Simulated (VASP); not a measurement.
## AlNi: single point with PBEsol

Crystal: AlNi.

```xyz
2
Lattice="1.9387 -1.9532 0.0000 1.9387 1.9532 0.0000 0.0000 0.0000 3.0994" Properties=species:S:1:pos:R:3 pbc="T T T"
Al    0.0000    0.0000    0.0000
Ni    1.9387    0.0000    1.5497
```

```json
{
 "Program": "VASP 6.6.1",
 "Task": "single point",
 "Functional": "PBEsol",
 "Potentials or basis": "VASP PAW PBE potentials, release 64 (Al, Ni)",
 "Cutoff": "520 eV",
 "k mesh": "16 × 16 × 14",
 "Occupations": "methfessel-paxton, width 0.2 eV",
 "Spin": "no spin polarisation",
 "Dipole correction": "no",
 "Further INCAR settings": "ALGO = Fast; EDIFF = 1e-06; NBANDS = 14"
}
```

* Pressure: 0.3 GPa
* Band gap on the k mesh: zero (an odd number of electrons rules out a gap without spin polarisation)

Stress tensor (GPa, compression positive):
```
 3.38  0.00  0.00
 0.00  1.85  0.00
 0.00  0.00 -4.27
```

Levels at points of the mesh, in eV from the Fermi level:
| k point | band 5 | band 6 | band 7 | band 8 | band 9 | band 10 |
| --- | --- | --- | --- | --- | --- | --- |
| (0.00, 0.00, 0.00) | -1.65 | -1.35 | 2.93 | 7.04 | 7.08 | 7.18 |
| (0.50, 0.00, 0.00) | -2.08 | -1.53 | -0.36 | 7.77 | 7.93 | 9.39 |
| (0.50, 0.50, 0.00) | -2.43 | -2.31 | -0.85 | 2.21 | 3.31 | 10.80 |
| (0.00, 0.00, 0.50) | -2.08 | -1.31 | -1.25 | 8.42 | 11.18 | 11.22 |
| (0.50, 0.00, 0.50) | -2.00 | -1.91 | -1.23 | 1.29 | 2.20 | 13.62 |
| (0.50, 0.50, 0.50) | -0.84 | 1.83 | 2.07 | 2.19 | 3.96 | 4.07 |

It took 2.3 min on 1 thread of Intel(R) Xeon(R) Platinum 8259CL CPU @ 2.50GHz (Skylake/Cascade Lake), on a shared host, peak memory 0.29 GiB.

Caveat: the stress differs along the axes, from -4 to 3 GPa; the PAW data sets were made with another functional, which shifts forces and pressure a little. Spin polarisation is off, so any magnetic state and its effect on volume and gap are missing.
